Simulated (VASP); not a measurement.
# NbAs (I4_1md) in VASP: single point with PBEsol

Aim: the single point of NbAs with PBEsol.

All numbers are computed with VASP 6.6.1; they aren't measurements. Logs are shortened: lines on timing, memory, paths and dates and some standing lists are left out, and cuts for length are marked.

## 1. The cell of the first run

It takes space group I4_1md (No. 109, tetragonal). Conventional cell: a = 3.452 Å, b = 3.452 Å, c = 11.680 Å, α = 90.00°, β = 90.00°, γ = 90.00°. Nb (site symmetry 2mm) has 6 As at 2.60 to 2.63 Å and 8 Nb at 3.39 to 3.45 Å within 3.5 Å. Within 3.5 Å of As (site symmetry 2mm) lie 6 Nb at 2.60 to 2.63 Å and 8 As at 3.39 to 3.45 Å.

## 2. Single point, PBEsol

Contents of INCAR:

```
SYSTEM = NbAs
PREC = Accurate ; ENCUT = 520
EDIFF = 1E-6 ; ISMEAR = 0
SIGMA = 0.1 ; LREAL = .FALSE.
LASPH = .TRUE. ; NELM = 80
ALGO = Normal ; ISIF = 2
LWAVE = .FALSE. ; LCHARG = .FALSE.
GGA = PS ; NBANDS = 26
```

Contents of KPOINTS:

```
Automatic mesh
0
G
  18 18 18
  0 0 0
```

Contents of POSCAR:

```
NbAs
1.0
   -1.7258500000      1.7258500000      5.8400000000
    1.7258500000     -1.7258500000      5.8400000000
    1.7258500000      1.7258500000     -5.8400000000
Nb As
2 2
Direct
    0.5000000000      0.0000000000      0.5000000000
    0.7500000000      0.7500000000      0.0000000000
    0.9160000000      0.4160000000      0.5000000000
    0.1660000000      0.1660000000      0.0000000000
```

Potentials or basis: VASP PAW PBE potentials, release 64 (Nb_sv, As).

Launch:

```
$ cat potpaw_PBE.64/Nb_sv/POTCAR potpaw_PBE.64/As/POTCAR > POTCAR
$ mpirun -np 1 vasp_std > vasp.out
```

OUTCAR:

```text
SYSTEM = NbAs
   PREC = Accurate
   ENCUT = 520
   EDIFF = 1E-6
   ISMEAR = 0
   LREAL = .FALSE.
   LASPH = .TRUE.
   NELM = 80
   ISIF = 2
   GGA = PS

 ion  position               nearest neighbor table
   1  0.500  0.000  0.500-   4 2.60   4 2.60   3 2.63   3 2.63   3 2.63   3 2.63
   2  0.750  0.750  0.000-   3 2.60   3 2.60   4 2.63   4 2.63   4 2.63   4 2.63
   3  0.916  0.416  0.500-   2 2.60   2 2.60   1 2.63   1 2.63   1 2.63   1 2.63
   4  0.166  0.166  0.000-   1 2.60   1 2.60   2 2.63   2 2.63   2 2.63   2 2.63

  LATTYP: Found a body centered tetragonal cell.
 ALAT       =     3.4517000000
 C/A-ratio  =     3.3838398470

  Lattice vectors:

 A1 = (  -1.7258500000,   1.7258500000,   5.8400000000)
 A2 = (   1.7258500000,  -1.7258500000,   5.8400000000)
 A3 = (   1.7258500000,   1.7258500000,  -5.8400000000)

Analysis of symmetry for initial positions (statically):
=====================================================================
 Subroutine PRICEL returns:
 Original cell was already a primitive cell.

 Routine SETGRP: Setting up the symmetry group for a
 body centered tetragonal supercell.

 Subroutine GETGRP returns: Found  8 space group operations
 (whereof  4 operations were pure point group operations)
 out of a pool of 16 trial point group operations.

The static configuration has the point symmetry C_2v.
 The point group associated with its full space group is C_4v.

Analysis of symmetry for dynamics (positions and initial velocities):
=====================================================================
 Subroutine PRICEL returns:
 Original cell was already a primitive cell.

 Routine SETGRP: Setting up the symmetry group for a
 body centered tetragonal supercell.

 Subroutine GETGRP returns: Found  8 space group operations
 (whereof  4 operations were pure point group operations)
 out of a pool of 16 trial point group operations.

The dynamic configuration has the point symmetry C_2v.
 The point group associated with its full space group is C_4v.

 Subroutine INISYM returns: Found  8 space group operations
 (whereof  4 operations are pure point group operations),
 and found     1 'primitive' translations

----------------------------------------------------------------------------------------

[... 87 lines left out ...]
   PREC   = accura    normal or accurate (medium, high low for compatibility)
   ISTART =      0    job   : 0-new  1-cont  2-samecut
   ICHARG =      2    charge: 1-file 2-atom 10-const
   ISPIN  =      1    spin polarized calculation?
   LNONCOLLINEAR =      F non collinear calculations
   LSORBIT =      F    spin-orbit coupling
   LASPH  =      T    aspherical Exc in radial PAW
   ENCUT  =  520.0 eV  38.22 Ry    6.18 a.u.  11.77 11.77 11.77*2*pi/ulx,y,z
   NELM   =     80;   NELMIN=  2; NELMDL= -5     # of ELM steps
   EDIFF  = 0.1E-05   stopping-criterion for ELM
   LREAL  =      F    real-space projection
   EDIFFG = 0.1E-04   stopping-criterion for IOM
   NSW    =      0    number of steps for IOM
   IBRION =     -1    ionic relax: 0-MD 1-quasi-New 2-CG
   NFREE  =      0    steps in history (QN), initial steepest desc. (CG)
   ISIF   =      2    stress and relaxation
   ISYM   =      2    0-nonsym 1-usesym 2-fastsym
   POTIM  = 0.5000    time-step for ionic-motion
   TEBEG  =    0.0;   TEEND  =   0.0 temperature during run
   PSTRESS=    0.0 pullay stress
   NELECT =      36.0000    total number of electrons
   NUPDOWN=      -1.0000    fix difference up-down
   EMIN   =  10.00;   EMAX   =-10.00  energy-range for DOS
   EFERMI =   0.00;   METHOD = LEGACY
   ISMEAR =     0;   SIGMA  =   0.10  broadening in eV -4-tet -1-fermi 0-gaus
   EFERMI_NEDOS =   21; number of points for ismear=-14 and -15
   IALGO  =     38    algorithm
   IMIX   =      4    mixing-type and parameters
     AMIX     =   0.40;   BMIX     =  1.00
     AMIX_MAG =   1.60;   BMIX_MAG =  1.00
  volume/ion in A,a.u.               =      17.39       117.39
  Fermi-wavevector in a.u.,A,eV,Ry     =   1.314264  2.483599 23.501213  1.727290
  Thomas-Fermi vector in A             =   2.444529
   LORBIT       =      0    0 simple, 1 ext, 2 COOP (PROOUT), +10 PAW based schemes
   GGA     = PS    functional components
   LHFCALC =     F    Hartree Fock is set to
   AEXX    =    0.0000 exact exchange contribution
   IVDW    =     0    specifies the selected vdW correction
   LEPSILON=     F    determine dielectric tensor
   LRPA    =     F    only Hartree local field effects (RPA)
 non-spin polarized calculation
 Gauss-broadening in eV      SIGMA  =   0.10
  energy-cutoff  :      520.00
  volume of cell :       69.58
 maximum number of plane-waves:      1899
   NGX = 23   NGY = 23   NGZ = 23

 number of electron      35.9999999 magnetization

 Free energy of the ion-electron system (eV)
  ---------------------------------------------------
  ext. energy  EPLUGINS =         0.00000000
  ---------------------------------------------------
  free energy    TOTEN  =       -35.11291597 eV

  energy without entropy =      -35.11053771  energy(sigma->0) =      -35.11172684

 E-fermi :   9.5128     XC(G=0): -11.9629

 val. band max:        9.5045270354   @ k =  -0.0556   0.5000   0.0556
 cond. band min:       9.5133771333   @ k =  -0.0556  -0.4444   0.0556
 fundamental gap:      0.0088500979
 Fermi energy:         9.5127567934

 k-point     1 :       0.0000    0.0000    0.0000
  band No.  band energies     occupation
      1     -45.5143      2.00000
      2     -45.4855      2.00000
      3     -21.7628      2.00000
      4     -21.6524      2.00000
      5     -21.6524      2.00000
      6     -21.4913      2.00000
[... 685 lines left out ...]
     25      14.0486      0.00000
     26      14.7757      0.00000

 [... further k-points ...]
[... 5 lines left out ...]
  --------------------------------------------------------------------------------------
  -------------------------------------------------------------------------------------
  Total       -1.1025232     -1.1025232     -0.6921931      0.0000000      0.0000000      0.0000000
  in kB      -25.3874673    -25.3874673    -15.9389219      0.0000000      0.0000000      0.0000000
  external PRESSURE =     -22.2379522 kB  Pullay stress =       0.0000000 kB

 VOLUME and BASIS-vectors are now :
 -----------------------------------------------------------------------------
  energy-cutoff  :      520.00
  volume of cell :       69.58
      direct lattice vectors                 reciprocal lattice vectors
    -1.725850000  1.725850000  5.840000000     0.000000000  0.289712316  0.085616438
     1.725850000 -1.725850000  5.840000000     0.289712316  0.000000000  0.085616438
     1.725850000  1.725850000 -5.840000000     0.289712316  0.289712316  0.000000000

 POSITION                                       TOTAL-FORCE (eV/Angst)
 -----------------------------------------------------------------------------------
      0.00000      1.72585      0.00000         0.000000      0.000000     -0.287696
      0.00000      0.00000      8.76000        -0.000000     -0.000000     -0.287696
      0.00000      1.72585      4.85888        -0.000000      0.000000      0.287696
      0.00000      0.00000      1.93888         0.000000     -0.000000      0.287696
 -----------------------------------------------------------------------------------
    total drift:                               -0.000000     -0.000000      0.000127

  FREE ENERGIE OF THE ION-ELECTRON SYSTEM (eV)
  ---------------------------------------------------
  free  energy   TOTEN  =       -35.1129159666 eV

  energy  without entropy=      -35.1105377125  energy(sigma->0) =      -35.11172684
```

OSZICAR:

```text
N       E                     dE             d eps       ncg     rms          rms(c)
DAV:   1     0.349211452719E+03    0.34921E+03   -0.18919E+04 24976   0.137E+03
DAV:   2    -0.748704709608E+01   -0.35670E+03   -0.34672E+03 30026   0.497E+02
DAV:   3    -0.352752700677E+02   -0.27788E+02   -0.27342E+02 45136   0.104E+02
DAV:   4    -0.371374988219E+02   -0.18622E+01   -0.18509E+01 37720   0.219E+01
DAV:   5    -0.371947803701E+02   -0.57282E-01   -0.57225E-01 42628   0.411E+00    0.113E+01
DAV:   6    -0.351452298536E+02    0.20496E+01   -0.68368E+00 38230   0.183E+01    0.317E+00
DAV:   7    -0.351274922330E+02    0.17738E-01   -0.45651E-01 35916   0.379E+00    0.194E+00
DAV:   8    -0.351127188894E+02    0.14773E-01   -0.67001E-02 38488   0.155E+00    0.385E-01
DAV:   9    -0.351128343109E+02   -0.11542E-03   -0.50008E-03 39372   0.471E-01    0.223E-01
DAV:  10    -0.351129323573E+02   -0.98046E-04   -0.11292E-03 33606   0.295E-01    0.311E-02
DAV:  11    -0.351129190633E+02    0.13294E-04   -0.60472E-05 37836   0.606E-02    0.139E-02
DAV:  12    -0.351129161306E+02    0.29327E-05   -0.46315E-06 33204   0.222E-02    0.418E-03
DAV:  13    -0.351129159666E+02    0.16398E-06   -0.20343E-07 17196   0.469E-03
   1 F= -.35112916E+02 E0= -.35111727E+02  d E =-.237825E-02
```

stdout:

```text
POSCAR found type information on POSCAR NbAs
 POSCAR found :  2 types and       4 ions
 scaLAPACK will be used
 -----------------------------------------------------------------------------
|                                                                             |
|                                                                             |
|     You enforced a specific xc type in the INCAR file but a different       |
|     I HOPE YOU KNOW WHAT YOU ARE DOING!                                     |
|                                                                             |
 -----------------------------------------------------------------------------

 LDA part: xc-table for (Slater+PW92), standard interpolation
 POSCAR, INCAR and KPOINTS ok, starting setup
 FFT: planning ... GRIDC
 FFT: planning ... GRID_SOFT
 FFT: planning ... GRID
 WAVECAR not read
 entering main loop
```

Run time: 67 min. Hardware: 1 thread of Intel Xeon 8259CL, shared host; peak memory 0.91 GiB.

Results:

```yaml
Free_energy: -35.1129 eV
Pressure: -2.2 GPa
Largest_force: 0.288 eV/Å
Band_gap_on_the_k_mesh: zero (bands 18 and 19 overlap by 0.09 eV)
```

Forces in eV/Å, atoms in the order of the input:
```
Nb   0.000  0.000 -0.288
Nb   0.000  0.000 -0.288
As   0.000  0.000  0.288
As   0.000  0.000  0.288
```

Stress tensor (GPa, compression positive):
```
-2.54  0.00  0.00
 0.00 -2.54  0.00
 0.00  0.00 -1.59
```

Caveat: the PAW data sets were made with another functional, which shifts forces and pressure a little.
